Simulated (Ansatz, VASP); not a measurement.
# One calculation of Nb3As4, two programs

```
Nb As
1.0
     5.53250    0.00000    0.00000
     0.00000    5.53250    0.00000
     0.00000    0.00000    5.53250
Nb As
3 4
Direct
  0.00000 0.00000 0.50000
  0.50000 0.00000 0.00000
  0.00000 0.50000 0.00000
  0.71902 0.71902 0.71902
  0.28098 0.28098 0.71902
  0.28098 0.71902 0.28098
  0.71902 0.28098 0.28098
```

Change from the starting cell: species swapped into the Ge3As4 type (P-43m, No. 215).

Alike in both runs: functional PBE; k mesh 8 × 8 × 8; occupations gaussian, width 0.1 eV; no spin polarisation.

Ansatz relaxed the structure, and its values are those at the end. VASP's run is a single point on that final structure, the one shown.

```csv
,VASP,Ansatz
version,VASP 6.6.1,Ansatz 0.2.0
potentials or method,"VASP PAW PBE potentials, release 64 (Nb_sv, As), cutoff 520 eV","scalar-relativistic, plane waves, PAW"
valence electrons in the cell,59,99
```

```tsv
	VASP	Ansatz	Ansatz less VASP
gap on the k mesh at the Fermi level (eV)	none	none	-
pressure (GPa)	0.0	0.0	-0.03
rms of the force components (eV/Å)	0.005	0.000	-0.0042
```

A gap of «none» marks a metal or a gap that the smearing closes. VASP's potentials hold 59 valence electrons a cell and Ansatz's 99, so a difference there can come from the potentials and not from the codes.
